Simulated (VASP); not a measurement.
The system is NbTe.

```
Te Nb
1.0
     3.70297    0.00000    0.00000
    -1.85149    3.20687    0.00000
     0.00000    0.00000    3.69421
Te Nb
1 1
Direct
  0.66667 0.33333 0.00000
  0.00000 0.00000 0.50000
```

- Program: VASP 6.6.1
- Task: relaxation of cell and atoms
- Functional: PBEsol
- Dispersion: D3(BJ)
- Potentials or basis: VASP PAW PBE potentials, release 64 (Te, Nb_sv)
- Cutoff: 600 eV
- k mesh: 8 × 8 × 7
- Occupations: fermi-dirac, width 0.05 eV
- Spin: no spin polarisation

At the start: pressure -10.0 GPa; volume 21.93 Å³/atom.

Q: Where does the relaxation end?

A: Over 11 steps the energy falls by 60.4 meV/atom and the volume is 20.14 Å³/atom (-8.2 %); space group P-6m2 (No. 187, to 0.1 Å) before and after.

Step by step:
| step | energy change (eV) | largest force (eV/Å) | pressure (GPa) | volume (Å³) |
| --- | --- | --- | --- | --- |
| 1 | 0.0000 | 0.0000 | -9.98 | 43.87 |
| 2 | 0.2121 | 0.0000 | 24.66 | 35.75 |
| 3 | -0.1135 | 0.0000 | -0.43 | 40.60 |
| 4 | -0.1137 | 0.0000 | -0.08 | 40.51 |
| 5 | -0.1137 | 0.0000 | 0.16 | 40.44 |
| 6 | -0.1197 | 0.0000 | 0.20 | 40.30 |
| 7 | -0.1206 | 0.0000 | 0.28 | 40.21 |
| 8 | -0.1206 | 0.0000 | 0.28 | 40.22 |
| 9 | -0.1206 | 0.0000 | 0.26 | 40.21 |
| 10 | -0.1205 | 0.0000 | -0.42 | 40.40 |
| 11 | -0.1207 | 0.0000 | 0.00 | 40.28 |

Final structure:
```xyz
2
Lattice="3.5676 0.0000 0.0000 -1.7838 3.0897 0.0000 0.0000 0.0000 3.6542" Properties=species:S:1:pos:R:3 pbc="T T T"
Te    1.7838    1.0299    0.0000
Nb    0.0000    0.0000    1.8271
```

Caveat: the PAW data sets were made with another functional, which shifts forces and pressure a little.
